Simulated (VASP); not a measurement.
Runs of VASP 6.6.1 on ZnO. The structure is that of space group P6_3mc (No. 186), or close to it. The cells are those of the table. 

```tsv
task	cell	k mesh	smearing	gap on the mesh (eV)	pressure (GPa)	largest force (eV/Å)
single point	a = 3.209, b = 3.209, c = 5.165 Å, angles 90.0, 90.0, 120.0°, 4 atoms	8 × 8 × 4	gaussian 0.01 eV	1.27	5.2	-
single point	a = 3.235, b = 3.235, c = 5.211 Å, angles 90.0, 90.0, 120.0°, 4 atoms	8 × 8 × 4	gaussian 0.01 eV	1.23	1.0	0.01
single point	a = 3.148, b = 3.148, c = 5.064 Å, angles 90.0, 90.0, 120.0°, 4 atoms	8 × 8 × 4	gaussian 0.01 eV	(a)	16.6	-
single point	a = 3.190, b = 3.190, c = 5.136 Å, angles 90.0, 90.0, 120.0°, 4 atoms	8 × 8 × 4	gaussian 0.01 eV	(b)	(c)	-
single point	a = 3.235, b = 3.235, c = 5.211 Å, angles 90.0, 90.0, 120.0°, 4 atoms	12 × 12 × 8	fermi-dirac 0.05 eV	1.23	1.0	0.01
single point	a = 3.174, b = 3.174, c = 5.107 Å, angles 90.0, 90.0, 120.0°, 4 atoms	8 × 8 × 4	gaussian 0.01 eV	1.33	11.4	-
```

Alike in all rows: level r2SCAN; potentials or basis VASP PAW PBE potentials, release 64 (Zn, O); no spin polarisation; cutoff (eV) 520.

Question: Fill in the values left out.

Answer: (a) 1.36; (b) 1.30; (c) 8.3.

Caveats: the PAW data sets were made with another functional, which shifts forces and pressure a little.

A k mesh can miss the band edges.
